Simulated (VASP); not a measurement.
TiAs, 4 atoms in the cell. Symmetry: P6_3/mmc, No. 194, hexagonal system. The conventional cell has a = 3.445 Å, b = 3.445 Å, c = 6.053 Å, α = 90.00°, β = 90.00°, γ = 120.00°. Within 3.3 Å of Ti (site symmetry -3m) lie 6 As at 2.50 Å and 2 Ti at 3.03 Å. As (site symmetry -6m2) has 6 Ti at 2.50 Å within 3.3 Å. 

```yaml
Program: VASP 6.6.1
Task: single point
Functional: PBEsol
Potentials_or_basis: VASP PAW PBE potentials, release 64 (Ti_sv, As)
Cutoff: 520 eV
k_mesh: 12 × 12 × 8
Occupations: gaussian, width 0.1 eV
Spin: no spin polarisation
Dipole_correction: no
Further_INCAR_settings: ALGO = Normal; EDIFF = 1e-06; NBANDS = 25
```

Potentials or basis: VASP PAW PBE potentials, release 64 (Ti_sv, As).

Run with:

```bash
$ cat potpaw_PBE.64/Ti_sv/POTCAR potpaw_PBE.64/As/POTCAR > POTCAR
$ mpirun -np 1 vasp_std > vasp.out
```

Hardware: 1 thread of AMD EPYC 9R45 96-Core Processor (Zen 5) (shared host).

Problem. Estimate the wall time of this run.

Solution. Wall time 97 s on 1 thread of AMD EPYC 9R45 96-Core Processor (Zen 5) (shared host), peak memory 0.24 GiB. Counts: scf iterations 14, k points 95.
